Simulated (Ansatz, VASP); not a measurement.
CdH2O2 in VASP and in Ansatz

The input POSCAR:

```
CdH2O2
1.0
   -0.0916200000      0.0000000000      3.4525300000
    5.7467770000      0.0000000000      0.0000000000
    2.8275780000      5.1862020000      1.7262650000
Cd H O
2 4 4
Direct
    0.8474600000      0.8474600000      0.3050800000
    0.1525400000      0.1525400000      0.6949200000
    0.1625320000      0.6759140000      0.6760900000
    0.8386220000      0.3520040000      0.3239100000
    0.8320000000      0.5000000000      0.0000000000
    0.2500000000      0.6660000000      0.0000000000
    0.4890000000      0.1150000000      0.0000000000
    0.2154000000      0.5994000000      0.5592000000
    0.7746000000      0.1586000000      0.4408000000
    0.9420000000      0.6870000000      0.0000000000
```

Contents of INCAR.step1:

```
SYSTEM = CdH2O2
PREC = Accurate
ENCUT = 520
ISMEAR = -1
SIGMA = 0.1
LREAL = .False.
LASPH = .True.
NELM = 60
NBANDS = 37
GGA = PE
ALGO = Normal
EDIFF = 1E-4
LWAVE = .True.
LCHARG = .False.
```

Contents of INCAR.step2:

```
SYSTEM = CdH2O2
PREC = Accurate
ENCUT = 520
EDIFF = 1E-7
ISMEAR = -1
SIGMA = 0.1
LREAL = .False.
LASPH = .True.
NELM = 60
ALGO = Normal
ISIF = 2
LWAVE = .False.
LCHARG = .False.
METAGGA = R2SCAN
LMIXTAU = .True.
NBANDS = 37
ISTART = 1
```

File KPOINTS:

```
Automatic mesh
0
Gamma
  6 6 6
  0 0 0
```

Input for Ansatz:

```yaml
crystal:
  lattice:
    - [-0.09162, 0.0, 3.45253]
    - [5.746777, 0.0, 0.0]
    - [2.827578, 5.186202, 1.726265]
  atoms:
    - { symbol: Cd, position: [0.84746, 0.84746, 0.30508] }
    - { symbol: Cd, position: [0.15254, 0.15254, 0.69492] }
    - { symbol: H, position: [0.162532, 0.675914, 0.67609] }
    - { symbol: H, position: [0.838622, 0.352004, 0.32391] }
    - { symbol: H, position: [0.832, 0.5, 0.0] }
    - { symbol: O, position: [0.489, 0.115, 0.0] }
    - { symbol: O, position: [0.2154, 0.5994, 0.5592] }
    - { symbol: O, position: [0.7746, 0.1586, 0.4408] }
    - { symbol: H, position: [0.25, 0.666, 0.0] }
    - { symbol: O, position: [0.942, 0.687, 0.0] }
  symmetry: { tolerance: 0.0003 }
kpoints:
  mp_grid: { grid: [6, 6, 6], shift: [0, 0, 0] }
  band_path:
    path:
      - [0.0, 0.0, 0.0]
      - [0.5, -0.5, 0.0]
      - [0.5, -0.5, -0.28597409]
      - [0.5, 0.5, 0.28597409]
      - [0.5, 0.5, 0.5]
      - [0.0, 0.0, 0.0]
      - [0.0, 0.0, -0.5]
      - [0.5, 0.0, 0.0]
      - [0.0, 0.0, 0.0]
      - [0.0, 0.5, 0.0]
    npoints: 6
magnetization:
  spin_polarized: false
scf:
  occupations: { method: fermi_dirac }
  lower_state_search: "off"
  max_iter: 200
hamiltonian:
  pseudopotentials: { kind: paw }
  xc: r2scan
basis:
  ecutwfc: 500
  fft_grid_basis: typed
output:
  forces: true
  stress: true
  eigenvalues: true
  populations: true
  elf: true
  write_potential: true
  volumetric_format: npy
  dos:
    e_range: [-12, 8]
    de: 0.05
    projected: { site_lists: { Cd: [Cd], H: [H], O: [O] } }
checkpoint:
  read: saved_state
```

Alike in both runs: task single point; functional r2SCAN; k mesh 6 × 6 × 6; no spin polarisation.

|  | VASP | Ansatz |
| --- | --- | --- |
| version | VASP 6.6.1 | Ansatz 0.2.0 |
| potentials or method | VASP PAW PBE potentials, release 64 (Cd, H, O), cutoff 520 eV | PAW plane waves |
| occupations | fermi-dirac, width 0.1 eV | fermi-dirac |
| valence electrons in the cell | 52 | 68 |

```csv
,VASP,Ansatz,Ansatz less VASP
pressure (GPa),-4.7,-5.6,-0.88
rms of the force components (eV/Å),1.335,1.382,+0.0463
```

VASP's potentials were made for PBE, not for r2SCAN. VASP's potentials hold 52 valence electrons a cell and Ansatz's 68, so a difference there can come from the potentials and not from the codes.
